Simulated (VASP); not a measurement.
# Ta2C (P-3m1) in VASP: notebook

Ta2C is run at these levels: PBEsol; tasks: single point.

All numbers are computed with VASP 6.6.1; they aren't measurements. Logs are shortened: lines on timing, memory, paths and dates and some standing lists are left out, and cuts for length are marked.

## 1. The cell of the first run

Symmetry: P-3m1, No. 164, trigonal system. The conventional cell has a = 3.060 Å, b = 3.060 Å, c = 4.867 Å, α = 90.00°, β = 90.00°, γ = 120.00°. Ta (site symmetry 3m) has 3 C at 2.16 Å and 12 Ta at 2.97 to 3.06 Å within 3.1 Å. C (site symmetry -3m) has 6 Ta at 2.16 Å within 2.9 Å.

## 2. Single point, PBEsol

Input file INCAR:

```
ALGO = Normal
EDIFF = 1E-7
ENCUT = 520
GGA = PS
ISIF = 2
ISMEAR = 0
LASPH = T
LCHARG = F
LREAL = F
LWAVE = F
NBANDS = 20
NELM = 60
PREC = Accurate
SIGMA = 0.1
```

Input file KPOINTS:

```
k-points
0
Gamma
  18 18 8
```

Input file POSCAR:

```
Ta2C
1.0
    3.0595343898      0.0000000000      0.0000000000
   -1.5297671949      2.6496345053      0.0000000000
    0.0000000000      0.0000000000      4.8667148162
Ta C
2 1
Direct
    0.3333333333      0.6666666667      0.2547852662
    0.6666666667      0.3333333333      0.7452147338
    0.0000000000      0.0000000000      0.0000000000
```

Potentials or basis: VASP PAW PBE potentials, release 64 (Ta_pv, C).

Started as:

```console
cat potpaw_PBE.64/Ta_pv/POTCAR potpaw_PBE.64/C/POTCAR > POTCAR
mpirun -np 1 vasp_std > vasp.out
```

OUTCAR:

```text
EDIFF = 1E-7
   ENCUT = 520
   GGA = PS
   ISIF = 2
   ISMEAR = 0
   LASPH = T
   LREAL = F
   NELM = 60
   PREC = Accurate

 ion  position               nearest neighbor table
   1  0.333  0.667  0.255-   3 2.16   3 2.16   3 2.16   2 2.97   2 2.97   2 2.97   2 3.04   2 3.04
                             2 3.04
   2  0.667  0.333  0.745-   3 2.16   3 2.16   3 2.16   1 2.97   1 2.97   1 2.97   1 3.04   1 3.04
                             1 3.04
   3  0.000  0.000  0.000-   1 2.16   2 2.16   1 2.16   2 2.16   2 2.16   1 2.16

  LATTYP: Found a hexagonal cell.
 ALAT       =     3.0595343898
 C/A-ratio  =     1.5906717154

  Lattice vectors:

 A1 = (   3.0595343898,   0.0000000000,   0.0000000000)
 A2 = (  -1.5297671949,   2.6496345053,   0.0000000000)
 A3 = (   0.0000000000,   0.0000000000,   4.8667148162)

Analysis of symmetry for initial positions (statically):
=====================================================================
 Subroutine PRICEL returns:
 Original cell was already a primitive cell.

 Routine SETGRP: Setting up the symmetry group for a
 hexagonal supercell.

 Subroutine GETGRP returns: Found 12 space group operations
 (whereof 12 operations were pure point group operations)
 out of a pool of 24 trial point group operations.

The static configuration has the point symmetry D_3d.

Analysis of symmetry for dynamics (positions and initial velocities):
=====================================================================
 Subroutine PRICEL returns:
 Original cell was already a primitive cell.

 Routine SETGRP: Setting up the symmetry group for a
 hexagonal supercell.

 Subroutine GETGRP returns: Found 12 space group operations
 (whereof 12 operations were pure point group operations)
 out of a pool of 24 trial point group operations.

The dynamic configuration has the point symmetry D_3d.

 Subroutine INISYM returns: Found 12 space group operations
 (whereof 12 operations are pure point group operations),
 and found     1 'primitive' translations

----------------------------------------------------------------------------------------

                                     Primitive cell

  volume of cell :      39.4527

  direct lattice vectors                    reciprocal lattice vectors
     3.059534390  0.000000000  0.000000000     0.326847119  0.188705272  0.000000000
    -1.529767195  2.649634505  0.000000000     0.000000000  0.377410544  0.000000000
     0.000000000  0.000000000  4.866714816     0.000000000  0.000000000  0.205477419

  length of vectors
     3.059534390  3.059534390  4.866714816     0.377410544  0.377410544  0.205477419

  position of ions in fractional coordinates (direct lattice)
     0.333333333  0.666666667  0.254785266
     0.666666667  0.333333333  0.745214734
     0.000000000  0.000000000  0.000000000

  ion indices of the primitive-cell ions
   primitive index   ion index
                 1           1
                 2           2
                 3           3

----------------------------------------------------------------------------------------

 KPOINTS: k-points

Automatic generation of k-mesh.
 Grid dimensions read from file:
 generate k-points for:   18   18    8

 Generating k-lattice:

  Cartesian coordinates                     Fractional coordinates (reciprocal lattice)
     0.018158173  0.010483626  0.000000000     0.055555556  0.000000000  0.000000000
     0.000000000  0.020967252  0.000000000     0.000000000  0.055555556  0.000000000
     0.000000000  0.000000000  0.025684677     0.000000000  0.000000000  0.125000000

  Length of vectors
     0.020967252  0.020967252  0.025684677

  Shift w.r.t. Gamma in fractional coordinates (k-lattice)
     0.000000000  0.000000000  0.000000000

 Subroutine IBZKPT returns following result:
 ===========================================

 Found    266 irreducible k-points:

 Following reciprocal coordinates:
            Coordinates               Weight
  0.000000  0.000000  0.000000      1.000000
  0.055556  0.000000  0.000000      6.000000
  0.111111  0.000000  0.000000      6.000000
  0.166667 -0.000000  0.000000      6.000000
  0.222222 -0.000000  0.000000      6.000000
  0.277778  0.000000  0.000000      6.000000
[... 16 lines left out ...]
  0.333333  0.111111  0.000000     12.000000
  0.388889  0.111111  0.000000     12.000000
 [... further k-points ...]
   k-points           NKPTS =    266   k-points in BZ     NKDIM =    266   number of bands    NBANDS=     20
   number of dos      NEDOS =    301   number of ions     NIONS =      3
   total plane-waves  NPLWV =  20736
   dimension x,y,z NGX =    24 NGY =   24 NGZ =   36
   dimension x,y,z NGXF=    48 NGYF=   48 NGZF=   72
   ions per type =               2   1
   NGX,Y,Z   is equivalent  to a cutoff of  13.04, 13.04, 12.30 a.u.
   NGXF,Y,Z  is equivalent  to a cutoff of  26.08, 26.08, 24.60 a.u.
 SYSTEM =  unknown system
   PREC   = accura    normal or accurate (medium, high low for compatibility)
   ISTART =      0    job   : 0-new  1-cont  2-samecut
   ICHARG =      2    charge: 1-file 2-atom 10-const
   ISPIN  =      1    spin polarized calculation?
   LNONCOLLINEAR =      F non collinear calculations
   LSORBIT =      F    spin-orbit coupling
   LASPH  =      T    aspherical Exc in radial PAW
   ENCUT  =  520.0 eV  38.22 Ry    6.18 a.u.   5.69  5.69  9.05*2*pi/ulx,y,z
   NELM   =     60;   NELMIN=  2; NELMDL= -5     # of ELM steps
   EDIFF  = 0.1E-06   stopping-criterion for ELM
   LREAL  =      F    real-space projection
   EDIFFG = 0.1E-05   stopping-criterion for IOM
   NSW    =      0    number of steps for IOM
   IBRION =     -1    ionic relax: 0-MD 1-quasi-New 2-CG
   NFREE  =      0    steps in history (QN), initial steepest desc. (CG)
   ISIF   =      2    stress and relaxation
   ISYM   =      2    0-nonsym 1-usesym 2-fastsym
   POTIM  = 0.5000    time-step for ionic-motion
   TEBEG  =    0.0;   TEEND  =   0.0 temperature during run
   PSTRESS=    0.0 pullay stress
   NELECT =      26.0000    total number of electrons
   NUPDOWN=      -1.0000    fix difference up-down
   EMIN   =  10.00;   EMAX   =-10.00  energy-range for DOS
   EFERMI =   0.00;   METHOD = LEGACY
   ISMEAR =     0;   SIGMA  =   0.10  broadening in eV -4-tet -1-fermi 0-gaus
   EFERMI_NEDOS =   21; number of points for ismear=-14 and -15
   IALGO  =     38    algorithm
   IMIX   =      4    mixing-type and parameters
     AMIX     =   0.40;   BMIX     =  1.00
     AMIX_MAG =   1.60;   BMIX_MAG =  1.00
  volume/ion in A,a.u.               =      13.15        88.75
  Fermi-wavevector in a.u.,A,eV,Ry     =   1.424646  2.692190 27.614594  2.029615
  Thomas-Fermi vector in A             =   2.545115
   LORBIT       =      0    0 simple, 1 ext, 2 COOP (PROOUT), +10 PAW based schemes
   GGA     = PS    functional components
   LHFCALC =     F    Hartree Fock is set to
   AEXX    =    0.0000 exact exchange contribution
   IVDW    =     0    specifies the selected vdW correction
   LEPSILON=     F    determine dielectric tensor
   LRPA    =     F    only Hartree local field effects (RPA)
 non-spin polarized calculation
 Gauss-broadening in eV      SIGMA  =   0.10
  energy-cutoff  :      520.00
  volume of cell :       39.45
 maximum number of plane-waves:      1087
 NGX is ok and might be reduce to    24
   NGX = 11   NGY = 11   NGZ = 19

 number of electron      26.0000003 magnetization

 Free energy of the ion-electron system (eV)
  ---------------------------------------------------
  ext. energy  EPLUGINS =         0.00000000
  ---------------------------------------------------
  free energy    TOTEN  =       -36.65875548 eV

  energy without entropy =      -36.65520086  energy(sigma->0) =      -36.65697817

 E-fermi :   6.7952     XC(G=0): -13.1245

 val. band max:        6.7918381683   @ k =   0.0000   0.1111   0.1250
 cond. band min:       6.7969260466   @ k =  -0.0556   0.1667   0.1250
 fundamental gap:      0.0050878783
 Fermi energy:         6.7951573268

 k-point     1 :       0.0000    0.0000    0.0000
  band No.  band energies     occupation
      1     -27.9642      2.00000
      2     -27.1529      2.00000
      3     -27.1529      2.00000
      4     -27.0217      2.00000
      5     -27.0217      2.00000
      6     -26.9327      2.00000
[... 12 lines left out ...]
     19       9.7161      0.00000
     20      14.6179      0.00000

 k-point     2 :       0.0556    0.0000    0.0000
  band No.  band energies     occupation
      1     -27.9543      2.00000
      2     -27.1751      2.00000
      3     -27.1607      2.00000
      4     -27.0436      2.00000
      5     -27.0237      2.00000
      6     -26.9362      2.00000
[... 12 lines left out ...]
     19      10.1183      0.00000
     20      14.7440      0.00000

 k-point     3 :       0.1111    0.0000    0.0000
  band No.  band energies     occupation
      1     -27.9251      2.00000
      2     -27.2387      2.00000
      3     -27.1825      2.00000
      4     -27.1056      2.00000
      5     -27.0300      2.00000
      6     -26.9470      2.00000
[... 12 lines left out ...]
     19      10.9721      0.00000
     20      14.8496      0.00000

 k-point     4 :       0.1667   -0.0000    0.0000
  band No.  band energies     occupation
      1     -27.8786      2.00000
      2     -27.3355      2.00000
      3     -27.2144      2.00000
      4     -27.1984      2.00000
      5     -27.0410      2.00000
      6     -26.9660      2.00000
[... 12 lines left out ...]
     19      11.9324      0.00000
     20      14.6582      0.00000

 k-point     5 :       0.2222   -0.0000    0.0000
  band No.  band energies     occupation
      1     -27.8178      2.00000
      2     -27.4531      2.00000
      3     -27.3085      2.00000
      4     -27.2517      2.00000
      5     -27.0559      2.00000
      6     -26.9935      2.00000
[... 12 lines left out ...]
     19      12.8627      0.00000
     20      14.3713      0.00000

 k-point     6 :       0.2778    0.0000    0.0000
  band No.  band energies     occupation
      1     -27.7476      2.00000
      2     -27.5760      2.00000
      3     -27.4218      2.00000
      4     -27.2900      2.00000
      5     -27.0730      2.00000
      6     -27.0295      2.00000
[... 12 lines left out ...]
     19      13.5913      0.00000
     20      14.2249      0.00000

 k-point     7 :       0.3333    0.0000    0.0000
  band No.  band energies     occupation
      1     -27.7066      2.00000
      2     -27.6563      2.00000
      3     -27.5251      2.00000
      4     -27.3248      2.00000
      5     -27.0900      2.00000
      6     -27.0725      2.00000
[... 12 lines left out ...]
     19      13.6739      0.00000
     20      14.2007      0.00000
[... 277 lines left out ...]
 k-point    20 :       0.1667    0.1111    0.0000
  band No.  band energies     occupation
      1     -27.7927      2.00000
      2     -27.4573      2.00000
      3     -27.4052      2.00000
      4     -27.2229      2.00000
      5     -27.0934      2.00000
      6     -27.0053      2.00000
[... 12 lines left out ...]
     19      12.9008      0.00000
     20      14.4205      0.00000

 k-point    21 :       0.2222    0.1111    0.0000
  band No.  band energies     occupation
      1     -27.7246      2.00000
      2     -27.5716      2.00000
      3     -27.4827      2.00000
      4     -27.2800      2.00000
      5     -27.1181      2.00000
      6     -27.0415      2.00000
[... 12 lines left out ...]
     19      13.4088      0.00000
     20      14.2429      0.00000

 k-point    22 :       0.2778    0.1111    0.0000
  band No.  band energies     occupation
      1     -27.6933      2.00000
      2     -27.6371      2.00000
      3     -27.5511      2.00000
      4     -27.3353      2.00000
      5     -27.1403      2.00000
      6     -27.0850      2.00000
[... 12 lines left out ...]
     19      13.5580      0.00000
     20      13.8894      0.00000

 k-point    23 :       0.3333    0.1111    0.0000
  band No.  band energies     occupation
      1     -27.7733      2.00000
      2     -27.6075      2.00000
      3     -27.5702      2.00000
      4     -27.3801      2.00000
      5     -27.1583      2.00000
      6     -27.1322      2.00000
[... 12 lines left out ...]
     19      13.2995      0.00000
     20      13.5591      0.00000

 k-point    24 :       0.3889    0.1111    0.0000
  band No.  band energies     occupation
      1     -27.8288      2.00000
      2     -27.6429      2.00000
      3     -27.5126      2.00000
      4     -27.4090      2.00000
      5     -27.1756      2.00000
      6     -27.1687      2.00000
[... 12 lines left out ...]
     19      12.8654      0.00000
     20      13.2965      0.00000

 [... further k-points ...]
[... 5 lines left out ...]
  --------------------------------------------------------------------------------------
  -------------------------------------------------------------------------------------
  Total        2.6267568      2.6267568      2.6069630      0.0000000      0.0000000      0.0000000
  in kB      106.6726863    106.6726863    105.8688619      0.0000000      0.0000000      0.0000000
  external PRESSURE =     106.4047448 kB  Pullay stress =       0.0000000 kB

 VOLUME and BASIS-vectors are now :
 -----------------------------------------------------------------------------
  energy-cutoff  :      520.00
  volume of cell :       39.45
      direct lattice vectors                 reciprocal lattice vectors
     3.059534390  0.000000000  0.000000000     0.326847119  0.188705272  0.000000000
    -1.529767195  2.649634505  0.000000000     0.000000000  0.377410544  0.000000000
     0.000000000  0.000000000  4.866714816     0.000000000  0.000000000  0.205477419

 POSITION                                       TOTAL-FORCE (eV/Angst)
 -----------------------------------------------------------------------------------
     -0.00000      1.76642      1.23997         0.000000     -0.000000      0.050617
      1.52977      0.88321      3.62675        -0.000000      0.000000     -0.050617
      0.00000      0.00000      0.00000        -0.000000      0.000000      0.000000
 -----------------------------------------------------------------------------------
    total drift:                                0.000000     -0.000000     -0.000000

  FREE ENERGIE OF THE ION-ELECTRON SYSTEM (eV)
  ---------------------------------------------------
  free  energy   TOTEN  =       -36.6587554780 eV

  energy  without entropy=      -36.6552008637  energy(sigma->0) =      -36.65697817
```

Wall time 2.1 min (1 thread of AMD EPYC 7R13 (Zen 3), shared host); peak memory 0.27 GiB.

Results:

```yaml
Free_energy: -36.6588 eV
Pressure: 10.6 GPa
Largest_force: 0.051 eV/Å
Band_gap_on_the_k_mesh: zero (bands 13 and 14 overlap by 0.84 eV)
```

Forces in eV/Å, atoms in the order of the input:
```
Ta   0.000  0.000  0.051
Ta   0.000  0.000 -0.051
C    0.000  0.000  0.000
```

Stress tensor (GPa, compression positive):
```
10.67  0.00  0.00
 0.00 10.67  0.00
 0.00  0.00 10.59
```

Caveat: the cell stands under pressure; the PAW data sets were made with another functional, which shifts forces and pressure a little; spin-orbit coupling is left out, which moves the levels of the heavy elements.

## 3. Single point, PBEsol

This run uses another cell than the first one, of 13.37 Å³/atom.

Input file INCAR:

```
PREC     = Accurate       # precision mode
ENCUT    = 520            # plane-wave cutoff, eV
EDIFF    = 1E-6           # SCF threshold, eV
ISMEAR   = 0              # smearing method
SIGMA    = 0.1            # smearing width, eV
LREAL    = F              # projectors in reciprocal space
LASPH    = T              # aspherical terms in the spheres
NELM     = 100            # most SCF steps
ALGO     = Normal         # electronic algorithm
ISIF     = 2              # what is computed and relaxed
LWAVE    = F              # write WAVECAR
LCHARG   = T              # write CHGCAR
GGA      = PS             # functional
LELF     = T              # ELF
LVHAR    = T            
NBANDS   = 20             # bands
```

Input file KPOINTS:

```
Automatic mesh
0
Gamma
  18 18 8
```

Input file POSCAR:

```
Ta2C
1.0
    3.0767720748      0.0000000000      0.0000000000
   -1.5383860374      2.6645627785      0.0000000000
    0.0000000000      0.0000000000      4.8925110778
Ta C
2 1
Direct
    0.3333333333      0.6666666667      0.2538949289
    0.6666666667      0.3333333333      0.7461050711
    0.0000000000      0.0000000000      0.0000000000
```

Potentials or basis: VASP PAW PBE potentials, release 64 (Ta_pv, C).

Started as:

```console
cat potpaw_PBE.64/Ta_pv/POTCAR potpaw_PBE.64/C/POTCAR > POTCAR
mpirun -np 1 vasp_std > vasp.out
```

It took 2 min on 1 thread of AMD EPYC 7R13 (Zen 3), shared host; peak memory 0.28 GiB.

It converged, with:

```
Free energy            : -36.6917 eV
Pressure               : 5.6 GPa
Largest force          : 0.047 eV/Å
Band gap on the k mesh : zero (bands 13 and 14 overlap by 0.82 eV)
```

Forces in eV/Å, atoms in the order of the input:
```
Ta   0.000  0.000  0.047
Ta   0.000  0.000 -0.047
C    0.000  0.000  0.000
```

Levels at points of the mesh, in eV from the Fermi level:
| k point | band 11 | band 12 | band 13 | band 14 | band 15 | band 16 |
| --- | --- | --- | --- | --- | --- | --- |
| (0.00, 0.00, 0.00) | -2.96 | -0.02 | 0.52 | 0.52 | 1.16 | 1.16 |
| (0.50, 0.00, 0.00) | -3.86 | -1.82 | -0.20 | 3.39 | 3.57 | 4.84 |
| (0.00, 0.00, 0.50) | -1.91 | -1.52 | -0.31 | -0.31 | 3.08 | 3.08 |
| (0.50, 0.00, 0.50) | -2.59 | -1.14 | -0.96 | 1.52 | 1.55 | 4.48 |

Caveat: the cell stands under pressure; the PAW data sets were made with another functional, which shifts forces and pressure a little; spin-orbit coupling is left out, which moves the levels of the heavy elements.
